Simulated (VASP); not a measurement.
Here is a VASP 6.6.1 calculation.

The input INCAR:

```
PREC     = Accurate       # precision mode
ENCUT    = 520            # plane-wave cutoff, eV
EDIFF    = 1E-6           # SCF threshold, eV
ISMEAR   = 0              # smearing method
SIGMA    = 0.1            # smearing width, eV
LREAL    = F              # projectors in reciprocal space
LASPH    = T              # aspherical terms in the spheres
NELM     = 60             # most SCF steps
ALGO     = Normal         # electronic algorithm
ISIF     = 2              # what is computed and relaxed
LWAVE    = F              # write WAVECAR
LCHARG   = F              # write CHGCAR
GGA      = PS             # functional
NBANDS   = 12             # bands
```

The input KPOINTS:

```
Automatic mesh
0
Gamma
  14 14 14
```

The input POSCAR:

```
Ta
1.0
   -1.6412554325      1.6412554325      1.6412554325
    1.6412554325     -1.6412554325      1.6412554325
    1.6412554325      1.6412554325     -1.6412554325
Ta
1
Direct
    0.0000000000      0.0000000000      0.0000000000
```

Potentials or basis: VASP PAW PBE potentials, release 64 (Ta_pv).

The run is started by

```console
$ cat potpaw_PBE.64/Ta_pv/POTCAR > POTCAR
$ mpirun -np 1 vasp_std > vasp.out
```

(1) Estimate the pressure.

Results:

(1) 0.2 GPa.

Caveat: the PAW data sets were made with another functional, which shifts forces and pressure a little.
